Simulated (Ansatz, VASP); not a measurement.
**One calculation of WC, two programs**

```
W C
1.0
     2.90050    0.00000    0.00000
    -1.45025    2.51191    0.00000
     0.00000    0.00000    2.82900
W C
1 1
Direct
  0.00000 0.00000 0.00000
  0.65146 0.32573 0.48860
```

Change from the starting cell: all C atoms moved +0.050 Å, as atom 2 towards its neighbour atom 1 (W) at 2.192 Å.

Alike in both runs: task single point; functional PBE; k mesh 18 × 18 × 16; occupations gaussian, width 0.15 eV; no spin polarisation.

|  | VASP | Ansatz |
| --- | --- | --- |
| version | VASP 6.6.1 | Ansatz 0.2.0 |
| potentials or method | VASP PAW PBE potentials, release 64 (W_sv, C), cutoff 520 eV | scalar-relativistic, plane waves, PAW |
| valence electrons in the cell | 18 | 18 |

```tsv
	VASP	Ansatz	Ansatz less VASP
gap on the k mesh at the Fermi level (eV)	none	none	-
pressure (GPa)	10.1	8.9	-1.18
traceless stress, the component that is largest in VASP (GPa)	1.60	1.57	-0.031
rms of the force components (eV/Å)	0.458	0.455	-0.0026
```

Atom by atom the forces differ by 0.003 eV/Å (rms over components). A gap of «none» marks a metal or a gap that the smearing closes.

Spin-orbit coupling is off throughout.
